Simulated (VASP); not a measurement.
The system is Zr2SeS2.

```
Zr Se S
1.0
    -2.01602    2.01602    6.35193
     2.01602   -2.01602    6.35193
     2.01602    2.01602   -6.35193
Zr Se S
2 1 2
Direct
  0.25000 0.75000 0.50000
  0.75000 0.25000 0.50000
  0.00000 0.00000 0.00000
  0.36000 0.36000 0.00000
  0.64000 0.64000 0.00000
```

The cell was built from a structure type or drawn by symmetry, and may not be a known phase.

* Program: VASP 6.6.1
* Task: relaxation of cell and atoms
* Functional: PBE
* Potentials or basis: VASP PAW PBE potentials, release 64 (Zr_sv, Se, S)
* Cutoff: 600 eV
* k mesh: 6 × 6 × 6
* Occupations: gaussian, width 0.1 eV
* Spin: no spin polarisation

At the start: pressure 16.7 GPa; volume 20.65 Å³/atom.

**Question.** How do energy, volume and symmetry change on relaxing?

**Answer.** Over 13 steps the energy falls by 775.3 meV/atom and the volume is 21.21 Å³/atom (+2.7 %); space group I4/mmm (No. 139, to 0.1 Å) before and after.

The path:
| step | energy change (eV) | largest force (eV/Å) | pressure (GPa) | volume (Å³) |
| --- | --- | --- | --- | --- |
| 1 | 0.0000 | 0.8666 | 16.72 | 103.27 |
| 2 | -1.2407 | 2.5064 | -12.16 | 137.59 |
| 3 | -1.6589 | 1.7936 | -5.84 | 124.37 |
| 4 | -3.1734 | 1.2085 | -7.27 | 119.99 |
| 5 | -3.5293 | 0.9655 | -7.65 | 117.40 |
| 6 | -3.2545 | 0.4407 | -7.40 | 110.81 |
| 7 | -3.5931 | 0.8897 | -7.81 | 115.93 |
| 8 | -3.5301 | 1.1614 | 12.02 | 96.73 |
| 9 | -3.8760 | 0.0322 | -0.16 | 106.19 |
| 10 | -3.8762 | 0.0119 | 0.03 | 106.00 |
| 11 | -3.8761 | 0.0087 | 0.23 | 105.81 |
| 12 | -3.8764 | 0.0480 | -0.36 | 106.24 |
| 13 | -3.8766 | 0.0252 | -0.12 | 106.06 |

Final structure:
```
CELL_PARAMETERS angstrom
-2.33517 2.33517 4.86246
2.33517 -2.33517 4.86246
2.33517 2.33517 -4.86246
ATOMIC_POSITIONS crystal
Zr 0.25000 0.75000 0.50000
Zr 0.75000 0.25000 0.50000
Se 0.00000 0.00000 0.00000
S 0.35059 0.35059 0.00000
S 0.64941 0.64941 0.00000
```

Caveat: a cell axis changed by over 15 % at a fixed basis, so the end point is rough.
